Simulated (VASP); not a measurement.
# BN in VASP: further runs

Runs on BN. Level: PBE. Tasks: single point, relaxation of the atoms.

All numbers are computed with VASP 6.6.1; they aren't measurements. Logs are shortened: lines on timing, memory, paths and dates and some standing lists are left out, and cuts for length are marked.

## Step 1: The cell of the first run

The cell holds a slab with vacuum, 12 atoms: a = 2.502 Å, b = 3.669 Å, c = 27.625 Å, α = 90.00°, β = 90.00°, γ = 90.00°.

## Step 2: Single point, PBE

Input file INCAR:

```
SYSTEM = BN
ALGO = Normal ; DIPOL = 0.5 0.5 0.503
EDIFF = 1E-6 ; ENCUT = 520
GGA = PE ; IDIPOL = 3
ISIF = 2 ; ISMEAR = 0
LASPH = .TRUE. ; LCHARG = .FALSE.
LDIPOL = .TRUE. ; LREAL = .FALSE.
LWAVE = .FALSE. ; NBANDS = 36
NELM = 80 ; PREC = Accurate
SIGMA = 0.05
```

Input file KPOINTS:

```
k-points
0
G
  10 7 1
  0 0 0
```

Input file POSCAR:

```
BN
1.0
    2.5022435700      0.0000000000      0.0000000000
    0.0000000000      3.6692997700      0.0000000000
    0.0000000000      0.0000000000     27.6248589207
B N
6 6
Direct
    0.5000000000      0.7683121700      0.3076938791
    0.0000000000      0.5357908500      0.3798021062
    0.5000000000      0.3032695300      0.4519103437
    0.0000000000      0.0935794817      0.5259955968
    0.5000000000      0.9141806616      0.6013526574
    0.0000000000      0.7496096652      0.6785419148
    0.0000000000      0.6914203900      0.3317649645
    0.5000000000      0.4588990700      0.4038731916
    0.0000000000      0.2263777400      0.4759814291
    0.5000000000      1.0308606477      0.5504478372
    0.0000000000      0.8590702315      0.6256079421
    0.5000000000      0.7024277423      0.7000601522
```

Potentials or basis: VASP PAW PBE potentials, release 64 (B, N).

Launch:

```sh
> cat potpaw_PBE.64/B/POTCAR potpaw_PBE.64/N/POTCAR > POTCAR
> mpirun -np 1 vasp_std > vasp.out
```

OUTCAR:

```text
SYSTEM = BN
   EDIFF = 1E-6
   ENCUT = 520
   GGA = PE
   ISIF = 2
   ISMEAR = 0
   LASPH = .TRUE.
   LREAL = .FALSE.
   NELM = 80
   PREC = Accurate

 ion  position               nearest neighbor table
   1  0.500  0.768  0.308-   7 1.44   7 1.44
   2  0.000  0.536  0.380-   7 1.44   8 1.44   8 1.44
   3  0.500  0.303  0.452-   9 1.44   9 1.44   8 1.44
   4  0.000  0.094  0.526-  10 1.44  10 1.44   9 1.47
   5  0.500  0.914  0.601-  11 1.43  11 1.43  10 1.47
   6  0.000  0.750  0.679-  12 1.40  12 1.40  11 1.52
   7  0.000  0.691  0.332-   2 1.44   1 1.44   1 1.44
   8  0.500  0.459  0.404-   2 1.44   2 1.44   3 1.44
   9  0.000  0.226  0.476-   3 1.44   3 1.44   4 1.47
  10  0.500  0.031  0.550-   4 1.44   4 1.44   5 1.47
  11  0.000  0.859  0.626-   5 1.43   5 1.43   6 1.52
  12  0.500  0.702  0.700-   6 1.40   6 1.40

  LATTYP: Found a simple orthorhombic cell.
 ALAT       =     2.5022435700
 B/A-ratio  =     1.4664039161
 C/A-ratio  =    11.0400359309

  Lattice vectors:

 A1 = (   2.5022435700,   0.0000000000,   0.0000000000)
 A2 = (   0.0000000000,   3.6692997700,   0.0000000000)
 A3 = (   0.0000000000,   0.0000000000,  27.6248589207)

Analysis of symmetry for initial positions (statically):
=====================================================================
 Subroutine PRICEL returns:
 Original cell was already a primitive cell.

 Routine SETGRP: Setting up the symmetry group for a
 simple orthorhombic supercell.

 Subroutine GETGRP returns: Found  2 space group operations
 (whereof  2 operations were pure point group operations)
 out of a pool of  8 trial point group operations.

The static configuration has the point symmetry C_1h.

Analysis of symmetry for dynamics (positions and initial velocities):
=====================================================================
 Subroutine PRICEL returns:
 Original cell was already a primitive cell.

 Routine SETGRP: Setting up the symmetry group for a
 simple orthorhombic supercell.

 Subroutine GETGRP returns: Found  2 space group operations
 (whereof  2 operations were pure point group operations)
 out of a pool of  8 trial point group operations.

The dynamic configuration has the point symmetry C_1h.

 Subroutine INISYM returns: Found  2 space group operations
 (whereof  2 operations are pure point group operations),
 and found     1 'primitive' translations

----------------------------------------------------------------------------------------

                                     Primitive cell

  volume of cell :     253.6371

  direct lattice vectors                    reciprocal lattice vectors
     2.502243570  0.000000000  0.000000000     0.399641351  0.000000000  0.000000000
     0.000000000  3.669299770  0.000000000     0.000000000  0.272531563  0.000000000
     0.000000000  0.000000000 27.624858921     0.000000000  0.000000000  0.036199280

  length of vectors
     2.502243570  3.669299770 27.624858921     0.399641351  0.272531563  0.036199280

  position of ions in fractional coordinates (direct lattice)
     0.500000000  0.768312170  0.307693879
     0.000000000  0.535790850  0.379802106
     0.500000000  0.303269530  0.451910344
     0.000000000  0.093579482  0.525995597
     0.500000000  0.914180662  0.601352657
     0.000000000  0.749609665  0.678541915
     0.000000000  0.691420390  0.331764965
     0.500000000  0.458899070  0.403873192
     0.000000000  0.226377740  0.475981429
     0.500000000  0.030860648  0.550447837
     0.000000000  0.859070231  0.625607942
     0.500000000  0.702427742  0.700060152

  ion indices of the primitive-cell ions
   primitive index   ion index
                 1           1
                 2           2
                 3           3
                 4           4
                 5           5
                 6           6
                 7           7
                 8           8
                 9           9
                10          10
                11          11
                12          12

----------------------------------------------------------------------------------------

 KPOINTS: k-points

Automatic generation of k-mesh.
 Grid dimensions read from file:
 generate k-points for:   10    7    1

 Generating k-lattice:

  Cartesian coordinates                     Fractional coordinates (reciprocal lattice)
     0.039964135  0.000000000  0.000000000     0.100000000  0.000000000  0.000000000
     0.000000000  0.038933080  0.000000000     0.000000000  0.142857143  0.000000000
     0.000000000  0.000000000  0.036199280     0.000000000  0.000000000  1.000000000

  Length of vectors
     0.039964135  0.038933080  0.036199280

  Shift w.r.t. Gamma in fractional coordinates (k-lattice)
     0.000000000  0.000000000  0.000000000

 Subroutine IBZKPT returns following result:
 ===========================================

 Found     24 irreducible k-points:

 Following reciprocal coordinates:
            Coordinates               Weight
  0.000000  0.000000  0.000000      1.000000
  0.100000  0.000000  0.000000      2.000000
  0.200000  0.000000  0.000000      2.000000
  0.300000  0.000000  0.000000      2.000000
  0.400000  0.000000  0.000000      2.000000
  0.500000  0.000000  0.000000      1.000000
[... 16 lines left out ...]
  0.400000  0.428571  0.000000      4.000000
  0.500000  0.428571  0.000000      2.000000
   k-points           NKPTS =     24   k-points in BZ     NKDIM =     24   number of bands    NBANDS=     36
   number of dos      NEDOS =    301   number of ions     NIONS =     12
   total plane-waves  NPLWV = 117600
   dimension x,y,z NGX =    20 NGY =   28 NGZ =  210
   dimension x,y,z NGXF=    40 NGYF=   56 NGZF=  420
   ions per type =               6   6
   NGX,Y,Z   is equivalent  to a cutoff of  13.29, 12.69, 12.64 a.u.
   NGXF,Y,Z  is equivalent  to a cutoff of  26.58, 25.37, 25.28 a.u.
 SYSTEM =  BN
   PREC   = accura    normal or accurate (medium, high low for compatibility)
   ISTART =      0    job   : 0-new  1-cont  2-samecut
   ICHARG =      2    charge: 1-file 2-atom 10-const
   ISPIN  =      1    spin polarized calculation?
   LNONCOLLINEAR =      F non collinear calculations
   LSORBIT =      F    spin-orbit coupling
   LASPH  =      T    aspherical Exc in radial PAW
   ENCUT  =  520.0 eV  38.22 Ry    6.18 a.u.   4.65  6.82 51.36*2*pi/ulx,y,z
   NELM   =     80;   NELMIN=  2; NELMDL= -5     # of ELM steps
   EDIFF  = 0.1E-05   stopping-criterion for ELM
   LREAL  =      F    real-space projection
   EDIFFG = 0.1E-04   stopping-criterion for IOM
   NSW    =      0    number of steps for IOM
   IBRION =     -1    ionic relax: 0-MD 1-quasi-New 2-CG
   NFREE  =      0    steps in history (QN), initial steepest desc. (CG)
   ISIF   =      2    stress and relaxation
   ISYM   =      2    0-nonsym 1-usesym 2-fastsym
   POTIM  = 0.5000    time-step for ionic-motion
   TEBEG  =    0.0;   TEEND  =   0.0 temperature during run
   PSTRESS=    0.0 pullay stress
   NELECT =      48.0000    total number of electrons
   NUPDOWN=      -1.0000    fix difference up-down
   EMIN   =  10.00;   EMAX   =-10.00  energy-range for DOS
   EFERMI =   0.00;   METHOD = LEGACY
   ISMEAR =     0;   SIGMA  =   0.05  broadening in eV -4-tet -1-fermi 0-gaus
   EFERMI_NEDOS =   21; number of points for ismear=-14 and -15
   IALGO  =     38    algorithm
   IMIX   =      4    mixing-type and parameters
     AMIX     =   0.40;   BMIX     =  1.00
     AMIX_MAG =   1.60;   BMIX_MAG =  1.00
  volume/ion in A,a.u.               =      21.14       142.64
  Fermi-wavevector in a.u.,A,eV,Ry     =   0.939906  1.776164 12.019697  0.883423
  Thomas-Fermi vector in A             =   2.067264
   LORBIT       =      0    0 simple, 1 ext, 2 COOP (PROOUT), +10 PAW based schemes
   GGA     = PE    functional components
   LHFCALC =     F    Hartree Fock is set to
   AEXX    =    0.0000 exact exchange contribution
   IVDW    =     0    specifies the selected vdW correction
   LEPSILON=     F    determine dielectric tensor
   LRPA    =     F    only Hartree local field effects (RPA)
 non-spin polarized calculation
 Gauss-broadening in eV      SIGMA  =   0.05
  energy-cutoff  :      520.00
  volume of cell :      253.64
 maximum number of plane-waves:      6903
 NGX is ok and might be reduce to    20
   NGX =  9   NGY = 13   NGZ =103

 dipolmoment           0.000000      0.000000     -0.001146 electrons x Angstroem

 number of electron      48.0000006 magnetization

 dipolmoment           0.000000      0.000000      0.111569 electrons x Angstroem

 Free energy of the ion-electron system (eV)
  ---------------------------------------------------
  ext. energy  EPLUGINS =         0.00000000
  ---------------------------------------------------
  free energy    TOTEN  =       -98.95703084 eV

  energy without entropy =      -98.94688378  energy(sigma->0) =      -98.95195731

 E-fermi :  -2.2385     XC(G=0):  -5.0052

 val. band max:       -2.2427748841   @ k =   0.0000   0.0000   0.0000
 cond. band min:      -2.2260022654   @ k =   0.0000   0.1429   0.0000
 fundamental gap:      0.0167726186
 Fermi energy:        -2.2384918413

 k-point     1 :       0.0000    0.0000    0.0000
  band No.  band energies     occupation
      1     -21.8443      2.00000
      2     -20.8925      2.00000
      3     -20.2137      2.00000
      4     -19.4480      2.00000
      5     -18.5494      2.00000
      6     -16.9102      2.00000
[... 28 lines left out ...]
     35       5.3578      0.00000
     36       5.6878      0.00000

 k-point     2 :       0.1000    0.0000    0.0000
  band No.  band energies     occupation
      1     -21.7021      2.00000
      2     -20.7548      2.00000
      3     -20.0816      2.00000
      4     -19.3257      2.00000
      5     -18.4401      2.00000
      6     -16.8257      2.00000
[... 28 lines left out ...]
     35       5.6265      0.00000
     36       6.0373      0.00000

 k-point     3 :       0.2000    0.0000    0.0000
  band No.  band energies     occupation
      1     -21.2862      2.00000
      2     -20.3558      2.00000
      3     -19.7021      2.00000
      4     -18.9807      2.00000
      5     -18.1400      2.00000
      6     -16.6043      2.00000
[... 28 lines left out ...]
     35       5.9968      0.00000
     36       6.3083      0.00000
[... 742 lines left out ...]
 k-point    23 :       0.4000    0.4286    0.0000
  band No.  band energies     occupation
      1     -19.7408      2.00000
      2     -19.0441      2.00000
      3     -18.5000      2.00000
      4     -17.9891      2.00000
      5     -17.4077      2.00000
      6     -16.2045      2.00000
[... 28 lines left out ...]
     35       7.6627      0.00000
     36       8.2327      0.00000

 k-point    24 :       0.5000    0.4286    0.0000
  band No.  band energies     occupation
      1     -19.2736      2.00000
      2     -18.8671      2.00000
      3     -18.2296      2.00000
      4     -17.8055      2.00000
      5     -17.3297      2.00000
      6     -16.2275      2.00000
[... 28 lines left out ...]
     35       8.2750      0.00000
     36       8.6279      0.00000

------------------------ aborting loop because EDIFF is reached ----------------------------------------

 vacuum level on the upper side and lower side of the slab       (xc-potential included)         0.859        -1.269

  FORCE on cell =-STRESS in cart. coord.  units (eV):
  Direction    XX          YY          ZZ          XY          YZ          ZX
  --------------------------------------------------------------------------------------
  -------------------------------------------------------------------------------------
  Total        1.1520266      1.0431185      1.8241268      0.0000000     -0.4141272      0.0000000
  in kB        7.2771320      6.5891801     11.5226601      0.0000000     -2.6159623      0.0000000
  external PRESSURE =       8.4629908 kB  Pullay stress =       0.0000000 kB

 VOLUME and BASIS-vectors are now :
 -----------------------------------------------------------------------------
  energy-cutoff  :      520.00
  volume of cell :      253.64
      direct lattice vectors                 reciprocal lattice vectors
     2.502243570  0.000000000  0.000000000     0.399641351  0.000000000  0.000000000
     0.000000000  3.669299770  0.000000000     0.000000000  0.272531563  0.000000000
     0.000000000  0.000000000 27.624858921     0.000000000  0.000000000  0.036199280

 POSITION                                       TOTAL-FORCE (eV/Angst)
 -----------------------------------------------------------------------------------
      1.25112      2.81917      8.50000         0.000000     -0.187840      0.116125
      0.00000      1.96598     10.49198         0.000000     -0.395664      1.104555
      1.25112      1.11279     12.48396         0.000000     -0.278156      0.754525
      0.00000      0.34337     14.53055         0.000000      0.000286     -0.006560
      1.25112      3.35440     16.61228         0.000000     -0.002234      0.001108
      0.00000      2.75054     18.74462         0.000000     -0.008068      0.023937
      0.00000      2.53703      9.16496         0.000000      0.528379     -1.093994
      1.25112      1.68384     11.15694         0.000000      0.208300     -0.760406
      0.00000      0.83065     13.14892         0.000000      0.122865     -0.120517
      1.25112      0.11324     15.20604         0.000000      0.004208     -0.003305
      0.00000      3.15219     17.28233         0.000000      0.001017      0.004942
      1.25112      2.57742     19.33906         0.000000      0.006908     -0.020409
 -----------------------------------------------------------------------------------
    total drift:                                0.000000     -0.001978      0.002275

  FREE ENERGIE OF THE ION-ELECTRON SYSTEM (eV)
  ---------------------------------------------------
  free  energy   TOTEN  =       -98.9570308424 eV

  energy  without entropy=      -98.9468837801  energy(sigma->0) =      -98.95195731

 vacuum level on the upper side and lower side of the slab         5.314         3.148
```

Wall time 21 min (1 thread of AMD EPYC 7R13, shared host); peak memory 0.39 GiB.

Results:

| Item | Value |
| --- | --- |
| Free energy | -98.9570 eV |
| Largest force | 1.215 eV/Å |
| Band gap on the k mesh | zero (bands 24 and 25 overlap by 0.42 eV) |

Forces on the atoms (eV/Å):
```
B    0.000 -0.188  0.116
B    0.000 -0.396  1.105
B    0.000 -0.278  0.755
B    0.000  0.000 -0.007
B    0.000 -0.002  0.001
B    0.000 -0.008  0.024
N    0.000  0.528 -1.094
N    0.000  0.208 -0.760
N    0.000  0.123 -0.121
N    0.000  0.004 -0.003
N    0.000  0.001  0.005
N    0.000  0.007 -0.020
```

Levels at points of the mesh, in eV from the Fermi level:
```tsv
k point	band 21	band 22	band 23	band 24	band 25	band 26	band 27	band 28
(0.00, 0.00, 0.00)	-3.03	-2.55	-1.76	-0.62	0.00	2.90	3.90	4.62
(0.50, 0.00, 0.00)	-1.51	-0.96	-0.69	0.23	0.51	2.56	3.36	3.90
```

[end of part 1 of 2]

The gap in the log of VASP goes by the Fermi energy; the results here count the filled bands.